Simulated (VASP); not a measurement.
A run of VASP 6.6.1 is set up as follows.

INCAR

```
SYSTEM = Ti3Al
PREC = Accurate ; ENCUT = 520
EDIFF = 1E-6 ; ISMEAR = 0
SIGMA = 0.15 ; LREAL = .False.
LASPH = .True. ; NELM = 80
ALGO = Fast ; ISIF = 2
LWAVE = .False. ; LCHARG = .False.
GGA = PS ; NBANDS = 28
```

The input KPOINTS:

```
Automatic mesh
0
Gamma
  15 15 6
  0 0 0
```

Contents of POSCAR:

```
Ti3Al
1.0
    2.8457574275      0.0000000000      0.0000000000
   -1.4228787137      2.4644982252      0.0000000000
    0.0000000000      0.0000000000      9.4604359920
Ti Al
3 1
Direct
    0.6666666667      0.3333333333      0.0000000000
    0.3333333333      0.6666666667      0.7402302947
    0.3333333333      0.6666666667      0.2597697053
    0.6666666667      0.3333333333      0.5000000000
```

Potentials or basis: VASP PAW PBE potentials, release 64 (Ti_sv, Al).

Run with:

```bash
$ cat potpaw_PBE.64/Ti_sv/POTCAR potpaw_PBE.64/Al/POTCAR > POTCAR
$ mpirun -np 1 vasp_std > vasp.out
```

Problem. Predict the largest force.

Solution. 0.555 eV/Å.

Problem. What does it give for the band gap on the k mesh?

Solution. Zero (an odd number of electrons rules out a gap without spin polarisation).

Problem. Estimate the pressure.

Solution. -0.4 GPa.

Forces on the atoms (eV/Å):
```
Ti   0.000  0.000  0.000
Ti   0.000  0.000  0.555
Ti   0.000  0.000 -0.555
Al   0.000  0.000  0.000
```

Caveat: the PAW data sets were made with another functional, which shifts forces and pressure a little.
